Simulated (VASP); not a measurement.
Rh:

```
CELL_PARAMETERS angstrom
0.00000 1.85911 1.85911
1.85911 0.00000 1.85911
1.85911 1.85911 0.00000
ATOMIC_POSITIONS crystal
Rh 0.00000 0.00000 0.00000
```

Base run:

* Program: VASP 6.6.1
* Functional: r2SCAN
* Potentials or basis: VASP PAW PBE potentials, release 64 (Rh_sv_GW)
* Cutoff: 580 eV
* k mesh: 12 × 12 × 12
* Occupations: fermi-dirac, width 0.05 eV
* Spin: no spin polarisation

Its results: pressure 19.9 GPa.

**Question.** After a change of settings the same cell gave: pressure 23.3 GPa. Which change was it?
A. functional from r2SCAN to LDA; potentials or basis from VASP PAW PBE potentials, release 64 (Rh_sv_GW) to VASP PAW LDA potentials, release 64 (Rh_pv); cutoff from 580 eV to 520 eV; valence electrons from 17 to 15
B. functional from r2SCAN to revPBE; potentials or basis from VASP PAW PBE potentials, release 64 (Rh_sv_GW) to VASP PAW PBE potentials, release 64 (Rh_pv); cutoff from 580 eV to 520 eV; valence electrons from 17 to 15
C. potentials or basis from VASP PAW PBE potentials, release 64 (Rh_sv_GW) to VASP PAW PBE potentials, release 64 (Rh_pv); cutoff from 580 eV to 520 eV; valence electrons from 17 to 15
D. functional from r2SCAN to LDA; potentials or basis from VASP PAW PBE potentials, release 64 (Rh_sv_GW) to VASP PAW LDA potentials, release 64 (Rh_sv_GW); cutoff from 580 eV to 530 eV

**Answer.** C.

Caveats: the PAW data sets were made with another functional, which shifts forces and pressure a little.
